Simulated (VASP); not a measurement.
# Ti8O17 (a cell with a defect) in VASP: further runs

The runs below take Ti8O17 (a cell with a defect) through single point, with r2SCAN.

Everything below comes from runs of VASP 6.6.1. Logs are shortened: lines on timing, memory, paths and dates and some standing lists are left out, and cuts for length are marked.

### 1 The cell of the first run

The cell holds a defect, 25 atoms: a = 6.567 Å, b = 6.567 Å, c = 5.927 Å, α = 90.00°, β = 90.00°, γ = 90.00°.

### 2 Single point, r2SCAN

POSCAR reads:

```
Ti8O17
1.0
    4.6435389800      4.6435389800      0.0000000000
   -4.6435389800      4.6435389800      0.0000000000
    0.0000000000      0.0000000000      5.9273749100
Ti O
8 17
Direct
   -0.0187494000      0.4793275700      0.0086203200
    0.5238792800      0.0227036400      0.0077437300
    0.0312220000     -0.0438501900      0.2552859800
    0.4742382400      0.5404068000      0.2529379600
    0.0429261300      0.5277374700      0.4966093000
    0.4590326400     -0.0293835900      0.4955812300
   -0.0194663500      0.0217113200      0.7423756300
    0.5263072600      0.4784310000      0.7417212500
    0.1957880600      0.4392577000      0.2233268200
    0.6863694600     -0.0035820100      0.2528117600
   -0.0218899100      0.1778938600      0.0061539800
    0.5012996200      0.7067111800      0.0031748700
   -0.0045272500      0.7927728900      0.0022207000
    0.5200582000      0.3221743800      0.0067960700
    0.3063636900      0.0556520600      0.2206134500
    0.8143453700      0.5022221500      0.2532459200
    0.2069036700      0.4981289600      0.7478562900
    0.6783921800      0.0201951500      0.7413725600
    0.0061029100      0.1850482000      0.4965074900
    0.5579212300      0.6944857900      0.5274946100
   -0.0593454700      0.8043065400      0.5256090300
    0.4956853900      0.3146091500      0.4971248500
    0.2941057600      0.0006442400      0.7463591600
    0.8226619800      0.4763152900      0.7423662700
    0.2499318100      0.7495838600      0.3749371300
```

INCAR.step1 reads:

```
SYSTEM = Ti8O17
PREC = Accurate ; ENCUT = 580
ISMEAR = -1 ; SIGMA = 0.01
LREAL = .FALSE. ; LASPH = .TRUE.
NELM = 120 ; NELECT = 200.0
NBANDS = 117 ; GGA = PE
ALGO = Normal ; EDIFF = 1E-5
LWAVE = .TRUE. ; LCHARG = .FALSE.
GGA_COMPAT = .FALSE.
```

INCAR.step2 reads:

```
SYSTEM = Ti8O17
PREC = Accurate ; ENCUT = 580
EDIFF = 1E-6 ; ISMEAR = -1
SIGMA = 0.01 ; LREAL = .FALSE.
LASPH = .TRUE. ; NELM = 120
ALGO = Normal ; ISIF = 2
LWAVE = .FALSE. ; LCHARG = .FALSE.
METAGGA = R2SCAN ; LMIXTAU = .TRUE.
NELECT = 200.0 ; NBANDS = 117
ISTART = 1 ; GGA_COMPAT = .FALSE.
```

KPOINTS reads:

```
Automatic mesh
0
Gamma
  1 1 1
  0.25 0.25 0.25
```

Potentials or basis: VASP PAW PBE potentials, release 64 (Ti_sv, O).

The run is started by

```
$ cat potpaw_PBE.64/Ti_sv/POTCAR potpaw_PBE.64/O/POTCAR > POTCAR
$ cp INCAR.step1 INCAR
$ mpirun -np 1 vasp_std > vasp.out
$ cp INCAR.step2 INCAR
$ mpirun -np 1 vasp_std > vasp.out
```

OUTCAR:

```text
SYSTEM = Ti8O17
   PREC = Accurate
   ENCUT = 580
   EDIFF = 1E-6
   ISMEAR = -1
   LREAL = .FALSE.
   LASPH = .TRUE.
   NELM = 120
   ISIF = 2
   METAGGA = R2SCAN
   NELECT = 200.0
   ISTART = 1

 ion  position               nearest neighbor table
   1  0.981  0.479  0.009-  16 1.82  24 1.89   9 1.92  11 1.98  13 2.06  17 2.14
   2  0.524  0.023  0.008-  10 1.81  18 1.88  15 1.92  14 1.97  12 2.08  23 2.17
   3  0.031  0.956  0.255-  13 1.86  15 1.93  21 1.98  19 2.08  25 2.10  11 2.10  10 2.28
   4  0.474  0.540  0.253-  12 1.85   9 1.95  20 1.99  14 2.07  22 2.08  25 2.14  16 2.25
   5  0.043  0.528  0.497-  17 1.85  21 1.94   9 1.99  24 2.08  16 2.09  25 2.12  19 2.26
   6  0.459  0.971  0.496-  23 1.85  20 1.94  15 1.99  18 2.07  10 2.08  25 2.12  22 2.27
   7  0.981  0.022  0.742-  19 1.82  11 1.87  21 1.94  18 1.98  23 2.06  13 2.15
   8  0.526  0.478  0.742-  22 1.82  14 1.88  20 1.92  24 1.95  17 2.10  12 2.16
   9  0.196  0.439  0.223-   1 1.92   4 1.95   5 1.99
  10  0.686  0.996  0.253-   2 1.81   6 2.08   3 2.28
  11  0.978  0.178  0.006-   7 1.87   1 1.98   3 2.10
  12  0.501  0.707  0.003-   4 1.85   2 2.08   8 2.16
  13  0.995  0.793  0.002-   3 1.86   1 2.06   7 2.15
  14  0.520  0.322  0.007-   8 1.88   2 1.97   4 2.07
[... 8 lines left out ...]
  23  0.294  0.001  0.746-   6 1.85   7 2.06   2 2.17
  24  0.823  0.476  0.742-   1 1.89   8 1.95   5 2.08
  25  0.250  0.750  0.375-   3 2.10   5 2.12   6 2.12   4 2.14

  LATTYP: Found a simple tetragonal cell.
 ALAT       =     6.5669558029
 C/A-ratio  =     0.9026061828

  Lattice vectors:

 A1 = (   4.6435389800,   4.6435389800,   0.0000000000)
 A2 = (  -4.6435389800,   4.6435389800,   0.0000000000)
 A3 = (   0.0000000000,   0.0000000000,   5.9273749100)

Analysis of symmetry for initial positions (statically):
=====================================================================
 Subroutine PRICEL returns:
 Original cell was already a primitive cell.

 Routine SETGRP: Setting up the symmetry group for a
 simple tetragonal supercell.

 Subroutine GETGRP returns: Found  1 space group operations
 (whereof  1 operations were pure point group operations)
 out of a pool of 16 trial point group operations.

The static configuration has the point symmetry C_1 .

Analysis of symmetry for dynamics (positions and initial velocities):
=====================================================================
 Subroutine PRICEL returns:
 Original cell was already a primitive cell.

 Routine SETGRP: Setting up the symmetry group for a
 simple tetragonal supercell.

 Subroutine GETGRP returns: Found  1 space group operations
 (whereof  1 operations were pure point group operations)
 out of a pool of 16 trial point group operations.

The dynamic configuration has the point symmetry C_1 .

 Subroutine INISYM returns: Found  1 space group operations
 (whereof  1 operations are pure point group operations),
 and found     1 'primitive' translations

----------------------------------------------------------------------------------------

                                     Primitive cell

  volume of cell :     255.6175

  direct lattice vectors                    reciprocal lattice vectors
     4.643538980  4.643538980  0.000000000     0.107676495  0.107676495  0.000000000
    -4.643538980  4.643538980  0.000000000    -0.107676495  0.107676495  0.000000000
     0.000000000  0.000000000  5.927374910     0.000000000  0.000000000  0.168708748

  length of vectors
     6.566955803  6.566955803  5.927374910     0.152277559  0.152277559  0.168708748

  position of ions in fractional coordinates (direct lattice)
     0.981250600  0.479327570  0.008620320
     0.523879280  0.022703640  0.007743730
     0.031222000  0.956149810  0.255285980
     0.474238240  0.540406800  0.252937960
     0.042926130  0.527737470  0.496609300
     0.459032640  0.970616410  0.495581230
[... 17 lines left out ...]
     0.822661980  0.476315290  0.742366270
     0.249931810  0.749583860  0.374937130

  ion indices of the primitive-cell ions
   primitive index   ion index
                 1           1
                 2           2
                 3           3
                 4           4
                 5           5
                 6           6
[... 17 lines left out ...]
                24          24
                25          25

----------------------------------------------------------------------------------------

 KPOINTS: Automatic mesh

Automatic generation of k-mesh.
 Grid dimensions read from file:
 generate k-points for:    1    1    1

 Generating k-lattice:

  Cartesian coordinates                     Fractional coordinates (reciprocal lattice)
     0.107676495  0.107676495  0.000000000     1.000000000  0.000000000  0.000000000
    -0.107676495  0.107676495  0.000000000     0.000000000  1.000000000  0.000000000
     0.000000000  0.000000000  0.168708748     0.000000000  0.000000000  1.000000000

  Length of vectors
     0.152277559  0.152277559  0.168708748

  Shift w.r.t. Gamma in fractional coordinates (k-lattice)
     0.250000000  0.250000000  0.250000000

 Subroutine IBZKPT returns following result:
 ===========================================

 Found      4 irreducible k-points:

 Following reciprocal coordinates:
            Coordinates               Weight
  0.250000  0.250000  0.250000      2.000000
 -0.250000  0.250000  0.250000      2.000000
 -0.250000 -0.250000  0.250000      2.000000
  0.250000 -0.250000  0.250000      2.000000
   k-points           NKPTS =      4   k-points in BZ     NKDIM =      4   number of bands    NBANDS=    117
   number of dos      NEDOS =    301   number of ions     NIONS =     25
   total plane-waves  NPLWV = 139968
   dimension x,y,z NGX =    54 NGY =   54 NGZ =   48
   dimension x,y,z NGXF=   108 NGYF=  108 NGZF=   96
   ions per type =               8  17
   NGX,Y,Z   is equivalent  to a cutoff of  13.67, 13.67, 13.46 a.u.
   NGXF,Y,Z  is equivalent  to a cutoff of  27.34, 27.34, 26.93 a.u.
 SYSTEM =  Ti8O17
   PREC   = accura    normal or accurate (medium, high low for compatibility)
   ISTART =      1    job   : 0-new  1-cont  2-samecut
   ICHARG =      0    charge: 1-file 2-atom 10-const
   ISPIN  =      1    spin polarized calculation?
   LNONCOLLINEAR =      F non collinear calculations
   LSORBIT =      F    spin-orbit coupling
   LASPH  =      T    aspherical Exc in radial PAW
   ENCUT  =  580.0 eV  42.63 Ry    6.53 a.u.  12.90 12.90 11.64*2*pi/ulx,y,z
   NELM   =    120;   NELMIN=  2; NELMDL=  0     # of ELM steps
   EDIFF  = 0.1E-05   stopping-criterion for ELM
   LREAL  =      F    real-space projection
   EDIFFG = 0.1E-04   stopping-criterion for IOM
   NSW    =      0    number of steps for IOM
   IBRION =     -1    ionic relax: 0-MD 1-quasi-New 2-CG
   NFREE  =      0    steps in history (QN), initial steepest desc. (CG)
   ISIF   =      2    stress and relaxation
   ISYM   =      2    0-nonsym 1-usesym 2-fastsym
   POTIM  = 0.5000    time-step for ionic-motion
   TEBEG  =    0.0;   TEEND  =   0.0 temperature during run
   PSTRESS=    0.0 pullay stress
   NELECT =     200.0000    total number of electrons
   NUPDOWN=      -1.0000    fix difference up-down
   EMIN   =  10.00;   EMAX   =-10.00  energy-range for DOS
   EFERMI =   0.00;   METHOD = LEGACY
   ISMEAR =    -1;   SIGMA  =   0.01  broadening in eV -4-tet -1-fermi 0-gaus
   EFERMI_NEDOS =   21; number of points for ismear=-14 and -15
   IALGO  =     38    algorithm
   IMIX   =      4    mixing-type and parameters
     AMIX     =   0.40;   BMIX     =  1.00
     AMIX_MAG =   1.60;   BMIX_MAG =  1.00
  volume/ion in A,a.u.               =      10.22        69.00
  Fermi-wavevector in a.u.,A,eV,Ry     =   1.508532  2.850713 30.962369  2.275670
  Thomas-Fermi vector in A             =   2.618974
   LORBIT       =      0    0 simple, 1 ext, 2 COOP (PROOUT), +10 PAW based schemes
   METAGGA = R2SCAN    functional components
   LHFCALC =     F    Hartree Fock is set to
   AEXX    =    0.0000 exact exchange contribution
   IVDW    =     0    specifies the selected vdW correction
   LEPSILON=     F    determine dielectric tensor
   LRPA    =     F    only Hartree local field effects (RPA)
 non-spin polarized calculation
  energy-cutoff  :      580.00
  volume of cell :      255.62
 maximum number of plane-waves:      8106
 NGX is ok and might be reduce to    54
   NGX = 25   NGY = 25   NGZ = 23

 number of electron     200.0000005 magnetization

 Free energy of the ion-electron system (eV)
  ---------------------------------------------------
  ext. energy  EPLUGINS =         0.00000000
  ---------------------------------------------------
  free energy    TOTEN  =      -271.01973422 eV

  energy without entropy =     -271.01973422  energy(sigma->0) =     -271.01973422

 E-fermi :   4.6968     XC(G=0): -12.3178

 val. band max:        4.4281636264   @ k =  -0.2500   0.2500   0.2500
 cond. band min:       7.0898920506   @ k =  -0.2500   0.2500   0.2500
 fundamental gap:      2.6617284242
 Fermi energy:         4.6967948899

 k-point     1 :       0.2500    0.2500    0.2500
  band No.  band energies     occupation
      1     -54.4766      2.00000
      2     -54.4580      2.00000
      3     -54.4452      2.00000
      4     -54.4350      2.00000
      5     -54.2367      2.00000
      6     -54.2063      2.00000
[... 104 lines left out ...]
    111       8.2649      0.00000
    112       8.3084      0.00000

 k-point     2 :      -0.2500    0.2500    0.2500
  band No.  band energies     occupation
      1     -54.4766      2.00000
      2     -54.4580      2.00000
      3     -54.4452      2.00000
      4     -54.4350      2.00000
      5     -54.2366      2.00000
      6     -54.2063      2.00000
[... 104 lines left out ...]
    111       8.2533      0.00000
    112       8.3113      0.00000

 k-point     3 :      -0.2500   -0.2500    0.2500
  band No.  band energies     occupation
      1     -54.4766      2.00000
      2     -54.4580      2.00000
      3     -54.4451      2.00000
      4     -54.4351      2.00000
      5     -54.2366      2.00000
      6     -54.2063      2.00000
[... 104 lines left out ...]
    111       8.2510      0.00000
    112       8.3209      0.00000

 k-point     4 :       0.2500   -0.2500    0.2500
  band No.  band energies     occupation
      1     -54.4766      2.00000
      2     -54.4580      2.00000
      3     -54.4452      2.00000
      4     -54.4351      2.00000
      5     -54.2366      2.00000
      6     -54.2063      2.00000
[... 104 lines left out ...]
    111       8.2577      0.00000
    112       8.3131      0.00000
 [bands above 112 left out]

------------------------ aborting loop because EDIFF is reached ----------------------------------------

  FORCE on cell =-STRESS in cart. coord.  units (eV):
  Direction    XX          YY          ZZ          XY          YZ          ZX
  --------------------------------------------------------------------------------------
  -------------------------------------------------------------------------------------
  Total       20.6596602     20.5658529     21.5992629      0.0484024     -0.3207058      0.1941490
  in kB      129.4920695    128.9040979    135.3813772      0.3033801     -2.0101426      1.2169010
  external PRESSURE =     131.2591816 kB  Pullay stress =       0.0000000 kB

 VOLUME and BASIS-vectors are now :
 -----------------------------------------------------------------------------
  energy-cutoff  :      580.00
  volume of cell :      255.62
      direct lattice vectors                 reciprocal lattice vectors
     4.643538980  4.643538980  0.000000000     0.107676495  0.107676495  0.000000000
    -4.643538980  4.643538980  0.000000000    -0.107676495  0.107676495  0.000000000
     0.000000000  0.000000000  5.927374910     0.000000000  0.000000000  0.168708748

 POSITION                                       TOTAL-FORCE (eV/Angst)
 -----------------------------------------------------------------------------------
      2.33070      6.78225      0.05110         0.145722     -0.064365     -0.063138
      2.32723      2.53808      0.04590        -0.053130     -0.129712     -0.108954
     -4.29494      4.58490      1.51318        -0.257846      0.005438     -0.030649
     -0.30726      4.71154      1.49926        -0.039315     -0.127680      0.104301
     -2.25124      2.64990      2.94359        -0.013012     -0.061890     -0.055528
     -2.37556      6.63863      2.93750         0.066351      0.118397     -0.056349
[... 17 lines left out ...]
      1.60827      6.03185      4.40028        -0.007921      0.084463      0.080177
     -2.32015      4.64129      2.22239         0.065334     -0.089698     -0.022023
 -----------------------------------------------------------------------------------
    total drift:                                0.010981      0.005556      0.001019

  FREE ENERGIE OF THE ION-ELECTRON SYSTEM (eV)
  ---------------------------------------------------
  free  energy   TOTEN  =      -271.0197342216 eV

  energy  without entropy=     -271.0197342216  energy(sigma->0) =     -271.01973422
```

Run time: 28 min. Hardware: 1 thread of Intel Xeon 8259CL, shared host; peak memory 0.44 GiB.

Results:

| Property | Result |
| --- | --- |
| Free energy | -271.0197 eV |
| Largest force | 0.260 eV/Å |

Forces on the atoms (eV/Å):
```
Ti   0.146 -0.064 -0.063
Ti  -0.053 -0.130 -0.109
Ti  -0.258  0.005 -0.031
Ti  -0.039 -0.128  0.104
Ti  -0.013 -0.062 -0.056
Ti   0.066  0.118 -0.056
Ti   0.023 -0.203  0.052
Ti  -0.203 -0.014 -0.011
O   -0.194  0.098  0.010
O    0.042 -0.023  0.071
O    0.068  0.043 -0.028
O    0.096  0.060 -0.064
O    0.096  0.052  0.012
O    0.102  0.026  0.026
O   -0.024  0.073  0.061
O   -0.032  0.081 -0.057
O   -0.018 -0.012  0.018
O   -0.008  0.062  0.054
O    0.069 -0.028 -0.033
O    0.069 -0.003 -0.061
O    0.045  0.142  0.066
O    0.044 -0.061 -0.031
O   -0.081 -0.026  0.071
O   -0.008  0.084  0.080
O    0.065 -0.090 -0.022
```

Caveat: the cell carries a net charge on a neutralising background, which shifts energy and pressure; the cell is charged against a uniform background, so pressure and absolute levels hang on convention; the PAW data sets were made with another functional, which shifts forces and pressure a little.

### 3 Single point, r2SCAN

POSCAR reads:

```
Ti8O17
1.0
    4.6435389800      4.6435389800      0.0000000000
   -4.6435389800      4.6435389800      0.0000000000
    0.0000000000      0.0000000000      5.9273749100
Ti O
8 17
Direct
    0.0427956900      0.5284436000      0.0000865700
    0.4586464400     -0.0288604500     -0.0009265400
    0.0273392900     -0.0415598000      0.2429184900
    0.4703205200      0.5428641600      0.2408008500
   -0.0223270700      0.4762694000      0.4877834500
    0.5202959100      0.0197721400      0.4870172600
   -0.0248429800      0.0206587000      0.7542226000
    0.5213374900      0.4771938100      0.7536129100
    0.1951908100      0.4433724500      0.2751707800
    0.6872188300     -0.0031937500      0.2424387000
    0.0058528100      0.1844956700     -0.0012063300
    0.5609890500      0.6945422500     -0.0297734800
   -0.0562804700      0.8045013200     -0.0317588000
    0.4955154800      0.3137200200     -0.0006579600
    0.3057942900      0.0597138000      0.2723644600
    0.8151053700      0.5025098000      0.2428555000
    0.2075316400      0.4983443600      0.7492602000
    0.6788070700      0.0225893400      0.7534513300
   -0.0184061600      0.1767455500      0.4888513800
    0.5059957500      0.7062330900      0.4934759400
    0.0003673100      0.7922073500      0.4924919800
    0.5234693300      0.3211620000      0.4895719400
    0.2947089200      0.0008140300      0.7478993700
    0.8232781400      0.4787521500      0.7543916100
    0.2516838000      0.7493669800      0.1208176400
```

INCAR.step1 reads:

```
ALGO     = Normal         # electronic algorithm
EDIFF    = 1E-5           # SCF threshold, eV
ENCUT    = 580            # plane-wave cutoff, eV
GGA      = PE             # functional
GGA_COMPAT= F            
ISMEAR   = -1             # smearing method
LASPH    = T              # aspherical terms in the spheres
LCHARG   = F              # write CHGCAR
LREAL    = F              # projectors in reciprocal space
LWAVE    = T              # write WAVECAR
NBANDS   = 117            # bands
NELECT   = 200.0        
NELM     = 120            # most SCF steps
PREC     = Accurate       # precision mode
SIGMA    = 0.01           # smearing width, eV
```

INCAR.step2 reads:

```
ALGO     = Normal         # electronic algorithm
EDIFF    = 1E-6           # SCF threshold, eV
ENCUT    = 580            # plane-wave cutoff, eV
GGA_COMPAT= F            
ISIF     = 2              # what is computed and relaxed
ISMEAR   = -1             # smearing method
ISTART   = 1            
LASPH    = T              # aspherical terms in the spheres
LCHARG   = F              # write CHGCAR
LMIXTAU  = T            
LREAL    = F              # projectors in reciprocal space
LWAVE    = F              # write WAVECAR
METAGGA  = R2SCAN         # meta-GGA
NBANDS   = 117            # bands
NELECT   = 200.0        
NELM     = 120            # most SCF steps
PREC     = Accurate       # precision mode
SIGMA    = 0.01           # smearing width, eV
```

KPOINTS is that of step 2.

Potentials or basis: VASP PAW PBE potentials, release 64 (Ti_sv, O).

The run is started by

```
$ cat potpaw_PBE.64/Ti_sv/POTCAR potpaw_PBE.64/O/POTCAR > POTCAR
$ cp INCAR.step1 INCAR
$ mpirun -np 1 vasp_std > vasp.out
$ cp INCAR.step2 INCAR
$ mpirun -np 1 vasp_std > vasp.out
```

It took 34 min on 1 thread of Intel Xeon 8259CL, shared host; peak memory 0.44 GiB.

Results (log left out):

- Free energy: -271.0188 eV
- Largest force: 0.271 eV/Å

Forces on the atoms (eV/Å):
```
Ti  -0.062 -0.129  0.045
Ti   0.009  0.066  0.056
Ti   0.032  0.141 -0.105
Ti   0.270 -0.005  0.006
Ti   0.056  0.119  0.119
Ti  -0.148  0.068  0.061
Ti   0.200  0.028  0.008
Ti  -0.023  0.187 -0.035
O    0.027 -0.076 -0.062
O    0.038 -0.083  0.064
O   -0.035  0.052  0.014
O   -0.052 -0.141 -0.065
O   -0.074  0.004  0.057
O   -0.080  0.036  0.019
O    0.195 -0.100 -0.005
O   -0.038  0.032 -0.065
O    0.081  0.026 -0.059
O    0.017 -0.072 -0.088
O   -0.101 -0.035 -0.011
O   -0.097 -0.041  0.000
O   -0.100 -0.066  0.074
O   -0.065 -0.045  0.032
O    0.008  0.003 -0.021
O    0.007 -0.062 -0.060
O   -0.065  0.089  0.019
```

Levels at points of the mesh, in eV from the Fermi level:
| k point | band 96 | band 97 | band 98 | band 99 | band 100 | band 101 | band 102 | band 103 | band 104 | band 105 |
| --- | --- | --- | --- | --- | --- | --- | --- | --- | --- | --- |
| (0.25, 0.25, 0.25) | -0.89 | -0.74 | -0.54 | -0.46 | -0.29 | 2.40 | 2.70 | 2.86 | 2.90 | 2.98 |

Caveat: the cell carries a net charge on a neutralising background, which shifts energy and pressure; the cell is charged against a uniform background, so pressure and absolute levels hang on convention; the PAW data sets were made with another functional, which shifts forces and pressure a little.
